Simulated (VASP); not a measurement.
Runs of VASP 6.6.1 on CaB2. The structure is that of space group P6/mmm (No. 191), or close to it. The cells are those of the table. 

| level | spin | cell | k mesh | smearing | gap on the mesh (eV) | pressure (GPa) | largest force (eV/Å) |
| --- | --- | --- | --- | --- | --- | --- | --- |
| PBE | off | a = 3.652, b = 3.652, c = 4.604 Å, angles 90.0, 90.0, 120.0°, 3 atoms | 6 × 6 × 4 | gaussian 0.1 eV | none | -22.0 | - |
| PBE | off | a = 3.226, b = 3.226, c = 4.067 Å, angles 90.0, 90.0, 120.0°, 3 atoms | 3 × 3 × 2 | methfessel-paxton 0.1 eV | none | -1.7 | - |
| PBE | off | a = 3.263, b = 3.237, c = 4.053 Å, angles 90.5, 88.9, 120.5°, 3 atoms | 3 × 3 × 1 | gaussian 0.1 eV | none | -5.1 | - |
| PBE | off | a = 3.226, b = 3.226, c = 4.067 Å, angles 90.0, 90.0, 120.0°, 3 atoms | 6 × 1 × 1 | gaussian 0.1 eV | 0.08 | (c) | 2.36 |
| PBEsol+D3(BJ) | off | a = 3.226, b = 3.226, c = 4.067 Å, angles 90.0, 90.0, 120.0°, 3 atoms | 4 × 1 × 1 | gaussian 0.1 eV | (a) | (b) | 1.96 |
| PBE+D3(BJ) | collinear, zero start | a = 3.226, b = 3.226, c = 4.067 Å, angles 90.0, 90.0, 120.0°, 3 atoms | 6 × 6 × 4 | gaussian 0.1 eV | none | -3.7 | - |
| PBE | off | a = 3.226, b = 3.226, c = 4.067 Å, angles 90.0, 90.0, 120.0°, 3 atoms | 6 × 6 × 4 | fermi-dirac 0.006 eV | none | 0.1 | - |
| PBE | off | a = 3.226, b = 3.226, c = 4.067 Å, angles 90.0, 90.0, 120.0°, 3 atoms | 4 × 4 × 3 | gaussian 0.1 eV | none | -0.7 | - |

Alike in all rows: task single point; potentials or basis VASP PAW PBE potentials, release 64 (Ca_sv, B); cutoff (eV) 500.

Q: Estimate the missing entries.

A: (a) 0.06; (b) 0.6; (c) 6.9.

Caveats: some runs use coarse meshes; an odd mesh through Γ misses points on the zone boundary, where band edges can lie (at least some runs); the cell stands under tension (at least some runs); forces of over 1 eV/Å act on the atoms, so gaps and moduli don't describe the material at rest (at least some runs); the PAW data sets were made with another functional, which shifts forces and pressure a little (at least some runs); three body term missing (at least some runs).

A gap of «none» marks levels without a gap at the run's occupations.
